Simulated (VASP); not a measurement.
# PdPt2Se3 (P-3m1) in VASP: notebook

Runs on PdPt2Se3. Level: PBE. Tasks: single point, relaxation of cell and atoms.

Program: VASP 6.6.1. These are calculated values, not measurements. Logs are shortened: lines on timing, memory, paths and dates and some standing lists are left out, and cuts for length are marked.

## (1) The cell of the first run

Symmetry: P-3m1, No. 164, trigonal system. Conventional cell: a = 3.755 Å, b = 3.755 Å, c = 9.175 Å, α = 90.00°, β = 90.00°, γ = 120.00°. Within 3.8 Å of Pd (site symmetry -3m) lie 6 Se at 2.70 Å and 6 Pt at 3.71 Å and 6 Pd at 3.76 Å. Pt (site symmetry 3m) has 6 Se at 2.58 to 2.68 Å within 3.4 Å. Within 3.4 Å of Se (site symmetry 3m) lie 3 Pt at 2.58 Å and 3 Pd at 2.70 Å. Se (site symmetry -3m) has 6 Pt at 2.68 Å within 3.5 Å.

The cell was built from a structure type or drawn by symmetry, and may not be a known phase.

## (2) Single point, PBE

INCAR reads:

```
  ALGO = Normal
  EDIFF = 1E-6
  ENCUT = 520
  GGA = PE
  ISIF = 2
  ISMEAR = 0
  LASPH = T
  LCHARG = T
  LELF = T
  LREAL = F
  LVHAR = T
  LWAVE = F
  NBANDS = 33
  NELM = 60
  PREC = Accurate
  SIGMA = 0.1
```

KPOINTS reads:

```
k-points
0
Gamma
  6 6 2
```

POSCAR reads:

```
PdPt2Se3
1.0
    3.7552357866     -0.0000000027      0.0000000000
   -1.8776178910      3.2521295898      0.0000000000
    0.0000000000      0.0000000000      9.1751045455
Pd Pt Se
1 2 3
Direct
    0.0000000000      0.0000000000      0.0000000000
    0.3333333333      0.6666666667      0.6716524393
    0.6666666667      0.3333333333      0.3283475607
    0.3333333333      0.6666666667      0.1757306313
    0.6666666667      0.3333333333      0.8242693687
    0.0000000000      0.0000000000      0.5000000000
```

Potentials or basis: VASP PAW PBE potentials, release 64 (Pd, Pt, Se).

Started as:

```sh
$ cat potpaw_PBE.64/Pd/POTCAR potpaw_PBE.64/Pt/POTCAR potpaw_PBE.64/Se/POTCAR > POTCAR
$ mpirun -np 1 vasp_std > vasp.out
```

OUTCAR:

```text
EDIFF = 1E-6
   ENCUT = 520
   GGA = PE
   ISIF = 2
   ISMEAR = 0
   LASPH = T
   LREAL = F
   NELM = 60
   PREC = Accurate

 ion  position               nearest neighbor table
   1  0.000  0.000  0.000-   4 2.70   5 2.70   5 2.70   4 2.70   5 2.70   4 2.70
   2  0.333  0.667  0.672-   5 2.58   5 2.58   5 2.58   6 2.68   6 2.68   6 2.68
   3  0.667  0.333  0.328-   4 2.58   4 2.58   4 2.58   6 2.68   6 2.68   6 2.68
   4  0.333  0.667  0.176-   3 2.58   3 2.58   3 2.58   1 2.70   1 2.70   1 2.70
   5  0.667  0.333  0.824-   2 2.58   2 2.58   2 2.58   1 2.70   1 2.70   1 2.70
   6  0.000  0.000  0.500-   2 2.68   3 2.68   3 2.68   2 2.68   3 2.68   2 2.68

  LATTYP: Found a hexagonal cell.
 ALAT       =     3.7552357866
 C/A-ratio  =     2.4432832096

  Lattice vectors:

 A1 = (   3.7552357866,  -0.0000000027,   0.0000000000)
 A2 = (  -1.8776178910,   3.2521295898,   0.0000000000)
 A3 = (   0.0000000000,   0.0000000000,   9.1751045455)

Analysis of symmetry for initial positions (statically):
=====================================================================
 Subroutine PRICEL returns:
 Original cell was already a primitive cell.

 Routine SETGRP: Setting up the symmetry group for a
 hexagonal supercell.

 Subroutine GETGRP returns: Found 12 space group operations
 (whereof 12 operations were pure point group operations)
 out of a pool of 24 trial point group operations.

The static configuration has the point symmetry D_3d.

Analysis of symmetry for dynamics (positions and initial velocities):
=====================================================================
 Subroutine PRICEL returns:
 Original cell was already a primitive cell.

 Routine SETGRP: Setting up the symmetry group for a
 hexagonal supercell.

 Subroutine GETGRP returns: Found 12 space group operations
 (whereof 12 operations were pure point group operations)
 out of a pool of 24 trial point group operations.

The dynamic configuration has the point symmetry D_3d.

 Subroutine INISYM returns: Found 12 space group operations
 (whereof 12 operations are pure point group operations),
 and found     1 'primitive' translations

----------------------------------------------------------------------------------------

                                     Primitive cell

  volume of cell :     112.0511

  direct lattice vectors                    reciprocal lattice vectors
     3.755235787 -0.000000003  0.000000000     0.266294863  0.153745411  0.000000000
    -1.877617891  3.252129590  0.000000000     0.000000000  0.307490822  0.000000000
     0.000000000  0.000000000  9.175104545     0.000000000  0.000000000  0.108990584

  length of vectors
     3.755235787  3.755235787  9.175104545     0.307490822  0.307490822  0.108990584

  position of ions in fractional coordinates (direct lattice)
     0.000000000  0.000000000  0.000000000
     0.333333333  0.666666667  0.671652439
     0.666666667  0.333333333  0.328347561
     0.333333333  0.666666667  0.175730631
     0.666666667  0.333333333  0.824269369
     0.000000000  0.000000000  0.500000000

  ion indices of the primitive-cell ions
   primitive index   ion index
                 1           1
                 2           2
                 3           3
                 4           4
                 5           5
                 6           6

----------------------------------------------------------------------------------------

 KPOINTS: k-points

Automatic generation of k-mesh.
 Grid dimensions read from file:
 generate k-points for:    6    6    2

 Generating k-lattice:

  Cartesian coordinates                     Fractional coordinates (reciprocal lattice)
     0.044382477  0.025624235  0.000000000     0.166666667  0.000000000  0.000000000
     0.000000000  0.051248470  0.000000000     0.000000000  0.166666667  0.000000000
     0.000000000  0.000000000  0.054495292     0.000000000  0.000000000  0.500000000

  Length of vectors
     0.051248470  0.051248470  0.054495292

  Shift w.r.t. Gamma in fractional coordinates (k-lattice)
     0.000000000  0.000000000  0.000000000

 Subroutine IBZKPT returns following result:
 ===========================================

 Found     14 irreducible k-points:

 Following reciprocal coordinates:
            Coordinates               Weight
  0.000000  0.000000  0.000000      1.000000
  0.166667  0.000000  0.000000      6.000000
  0.333333  0.000000  0.000000      6.000000
  0.500000  0.000000  0.000000      3.000000
  0.166667  0.166667  0.000000      6.000000
  0.333333  0.166667  0.000000     12.000000
  0.333333  0.333333  0.000000      2.000000
  0.000000  0.000000  0.500000      1.000000
  0.166667  0.000000  0.500000      6.000000
  0.333333  0.000000  0.500000      6.000000
  0.500000  0.000000  0.500000      3.000000
  0.166667  0.166667  0.500000      6.000000
  0.333333  0.166667  0.500000     12.000000
  0.333333  0.333333  0.500000      2.000000
   k-points           NKPTS =     14   k-points in BZ     NKDIM =     14   number of bands    NBANDS=     33
   number of dos      NEDOS =    301   number of ions     NIONS =      6
   total plane-waves  NPLWV =  54880
   dimension x,y,z NGX =    28 NGY =   28 NGZ =   70
   dimension x,y,z NGXF=    56 NGYF=   56 NGZF=  140
   ions per type =               1   2   3
   NGX,Y,Z   is equivalent  to a cutoff of  12.40, 12.40, 12.68 a.u.
   NGXF,Y,Z  is equivalent  to a cutoff of  24.79, 24.79, 25.37 a.u.
 SYSTEM =  unknown system
   PREC   = accura    normal or accurate (medium, high low for compatibility)
   ISTART =      0    job   : 0-new  1-cont  2-samecut
   ICHARG =      2    charge: 1-file 2-atom 10-const
   ISPIN  =      1    spin polarized calculation?
   LNONCOLLINEAR =      F non collinear calculations
   LSORBIT =      F    spin-orbit coupling
   LASPH  =      T    aspherical Exc in radial PAW
   ENCUT  =  520.0 eV  38.22 Ry    6.18 a.u.   6.98  6.98 17.06*2*pi/ulx,y,z
   NELM   =     60;   NELMIN=  2; NELMDL= -5     # of ELM steps
   EDIFF  = 0.1E-05   stopping-criterion for ELM
   LREAL  =      F    real-space projection
   EDIFFG = 0.1E-04   stopping-criterion for IOM
   NSW    =      0    number of steps for IOM
   IBRION =     -1    ionic relax: 0-MD 1-quasi-New 2-CG
   NFREE  =      0    steps in history (QN), initial steepest desc. (CG)
   ISIF   =      2    stress and relaxation
   ISYM   =      2    0-nonsym 1-usesym 2-fastsym
   POTIM  = 0.5000    time-step for ionic-motion
   TEBEG  =    0.0;   TEEND  =   0.0 temperature during run
   PSTRESS=    0.0 pullay stress
   NELECT =      48.0000    total number of electrons
   NUPDOWN=      -1.0000    fix difference up-down
   EMIN   =  10.00;   EMAX   =-10.00  energy-range for DOS
   EFERMI =   0.00;   METHOD = LEGACY
   ISMEAR =     0;   SIGMA  =   0.10  broadening in eV -4-tet -1-fermi 0-gaus
   EFERMI_NEDOS =   21; number of points for ismear=-14 and -15
   IALGO  =     38    algorithm
   IMIX   =      4    mixing-type and parameters
     AMIX     =   0.40;   BMIX     =  1.00
     AMIX_MAG =   1.60;   BMIX_MAG =  1.00
  volume/ion in A,a.u.               =      18.68       126.03
  Fermi-wavevector in a.u.,A,eV,Ry     =   1.234099  2.332108 20.721667  1.523000
  Thomas-Fermi vector in A             =   2.368802
   LORBIT       =      0    0 simple, 1 ext, 2 COOP (PROOUT), +10 PAW based schemes
   GGA     = PE    functional components
   LHFCALC =     F    Hartree Fock is set to
   AEXX    =    0.0000 exact exchange contribution
   IVDW    =     0    specifies the selected vdW correction
   LEPSILON=     F    determine dielectric tensor
   LRPA    =     F    only Hartree local field effects (RPA)
 non-spin polarized calculation
 Gauss-broadening in eV      SIGMA  =   0.10
  energy-cutoff  :      520.00
  volume of cell :      112.05
 maximum number of plane-waves:      3033
 NGX is ok and might be reduce to    28
   NGX = 13   NGY = 13   NGZ = 35

 number of electron      48.0000010 magnetization

 Free energy of the ion-electron system (eV)
  ---------------------------------------------------
  ext. energy  EPLUGINS =         0.00000000
  ---------------------------------------------------
  free energy    TOTEN  =       -28.50670850 eV

  energy without entropy =      -28.48813700  energy(sigma->0) =      -28.49742275

 E-fermi :   7.1524     XC(G=0): -11.3472

 val. band max:        7.1416818561   @ k =   0.3333   0.1667   0.0000
 cond. band min:       7.1889006091   @ k =   0.1667   0.1667   0.5000
 fundamental gap:      0.0472187530
 Fermi energy:         7.1524485932

 k-point     1 :       0.0000    0.0000    0.0000
  band No.  band energies     occupation
      1      -7.8125      2.00000
      2      -6.9602      2.00000
      3      -6.5824      2.00000
      4       0.7372      2.00000
      5       1.1478      2.00000
      6       2.0441      2.00000
[... 25 lines left out ...]
     32      14.5330      0.00000
     33      14.9671      0.00000

 k-point     2 :       0.1667    0.0000    0.0000
  band No.  band energies     occupation
      1      -7.5488      2.00000
      2      -6.8255      2.00000
      3      -6.5124      2.00000
      4       0.7610      2.00000
      5       1.0643      2.00000
      6       2.0536      2.00000
[... 25 lines left out ...]
     32      14.1418      0.00000
     33      14.6895      0.00000

 k-point     3 :       0.3333    0.0000    0.0000
  band No.  band energies     occupation
      1      -6.9089      2.00000
      2      -6.5743      2.00000
      3      -6.3537      2.00000
      4       0.5585      2.00000
      5       1.1762      2.00000
      6       1.3690      2.00000
[... 25 lines left out ...]
     32      14.2856      0.00000
     33      15.2080      0.00000

 k-point     4 :       0.5000    0.0000    0.0000
  band No.  band energies     occupation
      1      -6.4841      2.00000
      2      -6.4335      2.00000
      3      -6.3104      2.00000
      4       0.1669      2.00000
      5       0.6145      2.00000
      6       1.7046      2.00000
[... 25 lines left out ...]
     32      13.4311      0.00000
     33      15.2938      0.00000

 k-point     5 :       0.1667    0.1667    0.0000
  band No.  band energies     occupation
      1      -7.0950      2.00000
      2      -6.6161      2.00000
      3      -6.4093      2.00000
      4       0.8507      2.00000
      5       1.0958      2.00000
      6       1.6741      2.00000
[... 244 lines left out ...]
 k-point    12 :       0.1667    0.1667    0.5000
  band No.  band energies     occupation
      1      -6.9670      2.00000
      2      -6.8658      2.00000
      3      -6.2851      2.00000
      4       0.9213      2.00000
      5       1.3090      2.00000
      6       1.3280      2.00000
[... 25 lines left out ...]
     32      13.7112      0.00000
     33      13.8016      0.00000

 k-point    13 :       0.3333    0.1667    0.5000
  band No.  band energies     occupation
      1      -6.5124      2.00000
      2      -6.4367      2.00000
      3      -6.2937      2.00000
      4       0.3391      2.00000
      5       1.0827      2.00000
      6       1.7047      2.00000
[... 25 lines left out ...]
     32      14.8257      0.00000
     33      15.0778      0.00000

 k-point    14 :       0.3333    0.3333    0.5000
  band No.  band energies     occupation
      1      -6.3439      2.00000
      2      -6.3439      2.00000
      3      -6.2397      2.00000
      4       0.9026      2.00000
      5       0.9026      2.00000
      6       1.2180      2.00000
[... 25 lines left out ...]
     32      13.5585      0.00000
     33      13.5585      0.00000

------------------------ aborting loop because EDIFF is reached ----------------------------------------

  FORCE on cell =-STRESS in cart. coord.  units (eV):
  Direction    XX          YY          ZZ          XY          YZ          ZX
  --------------------------------------------------------------------------------------
  -------------------------------------------------------------------------------------
  Total       -0.0124417     -0.0124417      0.0246923      0.0000000     -0.0000000      0.0000000
  in kB       -0.1778993     -0.1778993      0.3530655      0.0000000     -0.0000000      0.0000000
  external PRESSURE =      -0.0009111 kB  Pullay stress =       0.0000000 kB

 VOLUME and BASIS-vectors are now :
 -----------------------------------------------------------------------------
  energy-cutoff  :      520.00
  volume of cell :      112.05
      direct lattice vectors                 reciprocal lattice vectors
     3.755235787 -0.000000003  0.000000000     0.266294863  0.153745411  0.000000000
    -1.877617891  3.252129590  0.000000000     0.000000000  0.307490822  0.000000000
     0.000000000  0.000000000  9.175104545     0.000000000  0.000000000  0.108990584

 POSITION                                       TOTAL-FORCE (eV/Angst)
 -----------------------------------------------------------------------------------
      0.00000      0.00000      0.00000         0.000000      0.000000      0.000000
      0.00000      2.16809      6.16248         0.000000     -0.000000     -0.029221
      1.87762      1.08404      3.01262        -0.000000      0.000000      0.029221
      0.00000      2.16809      1.61235         0.000000     -0.000000      0.000754
      1.87762      1.08404      7.56276        -0.000000      0.000000     -0.000754
      0.00000      0.00000      4.58755         0.000000      0.000000      0.000000
 -----------------------------------------------------------------------------------
    total drift:                                0.000000      0.000000     -0.000000

  FREE ENERGIE OF THE ION-ELECTRON SYSTEM (eV)
  ---------------------------------------------------
  free  energy   TOTEN  =       -28.5067084973 eV

  energy  without entropy=      -28.4881369980  energy(sigma->0) =      -28.49742275
```

It took 36 s on 1 thread of Intel Xeon 6975P-C (Granite Rapids), shared host; peak memory 0.24 GiB.

What came out:

| Quantity | Value |
| --- | --- |
| Free energy | -28.5067 eV |
| Pressure | 0.0 GPa |
| Largest force | 0.029 eV/Å |
| Band gap on the k mesh | zero (bands 24 and 25 overlap by 2.14 eV) |

Forces in eV/Å, atoms in the order of the input:
```
Pd   0.000  0.000  0.000
Pt   0.000  0.000 -0.029
Pt   0.000  0.000  0.029
Se   0.000  0.000  0.001
Se   0.000  0.000 -0.001
Se   0.000  0.000  0.000
```

Caveat: spin-orbit coupling is left out, which moves the levels of the heavy elements.

(Continued in part 2 of 2.)
